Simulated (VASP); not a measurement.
A run of VASP 6.6.1:

The input POSCAR:

```
AlCu
1.0
    2.9611545136      0.0000000000      0.0000000000
    0.0000000000      2.9611545136      0.0000000000
    0.0000000000      0.0000000000      2.9611545136
Al Cu
1 1
Direct
    0.0000000000      0.0000000000      0.0000000000
    0.5000000000      0.5000000000      0.5000000000
```

File INCAR.step1:

```
SYSTEM = AlCu
PREC     = Accurate       ! precision mode
ENCUT    = 660            ! plane-wave cutoff, eV
ISMEAR   = -1             ! smearing method
SIGMA    = 0.05           ! smearing width, eV
LREAL    = .False.        ! projectors in reciprocal space
LASPH    = .True.         ! aspherical terms in the spheres
NELM     = 120            ! most SCF steps
NBANDS   = 14             ! bands
GGA      = PE             ! functional
ALGO     = Normal         ! electronic algorithm
EDIFF    = 1E-5           ! SCF threshold, eV
LWAVE    = .True.         ! write WAVECAR
LCHARG   = .False.        ! write CHGCAR
GGA_COMPAT= .False.
```

Contents of INCAR.step2:

```
SYSTEM = AlCu
PREC     = Accurate       ! precision mode
ENCUT    = 660            ! plane-wave cutoff, eV
EDIFF    = 1E-6           ! SCF threshold, eV
ISMEAR   = -1             ! smearing method
SIGMA    = 0.05           ! smearing width, eV
LREAL    = .False.        ! projectors in reciprocal space
LASPH    = .True.         ! aspherical terms in the spheres
NELM     = 120            ! most SCF steps
ALGO     = Normal         ! electronic algorithm
ISIF     = 2              ! what is computed and relaxed
LWAVE    = .False.        ! write WAVECAR
LCHARG   = .False.        ! write CHGCAR
METAGGA  = R2SCAN         ! meta-GGA
LMIXTAU  = .True.       
NBANDS   = 14             ! bands
ISTART   = 1            
GGA_COMPAT= .False.
```

Contents of KPOINTS:

```
regular mesh
0
Gamma
  7 7 7
  0 0 0
```

Potentials or basis: VASP PAW PBE potentials, release 64 (Al, Cu).

Run with:

```console
$ cat potpaw_PBE.64/Al/POTCAR potpaw_PBE.64/Cu/POTCAR > POTCAR
$ cp INCAR.step1 INCAR
$ mpirun -np 1 vasp_std > vasp.out
$ cp INCAR.step2 INCAR
$ mpirun -np 1 vasp_std > vasp.out
```

Hardware: 1 thread of AMD EPYC 7R13 (shared host).

Task: How long does it take, and how much memory?

Result: It took 97 s on 1 thread of AMD EPYC 7R13 (shared host), peak memory 0.14 GiB. Counts: k points 20.
